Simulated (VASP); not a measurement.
A run of VASP 6.6.1 is set up as follows.

The input INCAR:

```
SYSTEM = Si7B
PREC = Accurate
ENCUT = 500
EDIFF = 1E-6
ISMEAR = 0
SIGMA = 0.2
LREAL = .FALSE.
LASPH = .TRUE.
NELM = 120
ALGO = Normal
ISIF = 2
LWAVE = .FALSE.
LCHARG = .TRUE.
GGA = PE
LELF = .TRUE.
LVHAR = .TRUE.
NBANDS = 26
GGA_COMPAT = .FALSE.
```

The input KPOINTS:

```
Automatic mesh
0
G
  3 3 3
  0 0 0
```

File POSCAR:

```
Si7B
1.0
    5.9456267947      0.0000000000      0.0000000000
    0.0000000000      5.9456267947      0.0000000000
    0.0000000000      0.0000000000      4.6220326425
Si B
7 1
Direct
    0.0000000000      0.0000000000      0.0000000000
    0.8354369356      0.3780584429      0.0000000000
    0.1645630644      0.6219415571      0.0000000000
    0.6219415571      0.8354369356      0.0000000000
    0.3780584429      0.1645630644      0.0000000000
    0.5000000000      0.5000000000      0.2609804290
    0.5000000000      0.5000000000      0.7390195710
    0.0000000000      0.0000000000      0.5000000000
```

Potentials or basis: VASP PAW PBE potentials, release 64 (Si, B).

Launch:

```sh
$ cat potpaw_PBE.64/Si/POTCAR potpaw_PBE.64/B/POTCAR > POTCAR
$ mpirun -np 1 vasp_std > vasp.out
```

Problem. What does it give for the largest force?

Solution. 0.056 eV/Å.

Problem. Predict the pressure.

Solution. 0.3 GPa.

Forces on the atoms (eV/Å):
```
Si   0.000  0.000  0.000
Si   0.050 -0.024  0.000
Si  -0.050  0.024  0.000
Si   0.024  0.050  0.000
Si  -0.024 -0.050  0.000
Si   0.000  0.000  0.032
Si   0.000  0.000 -0.032
B    0.000  0.000  0.000
```

Caveat: the k points lie up to 0.45 Å⁻¹ apart, too coarse for converged energies and pressures of a metal.
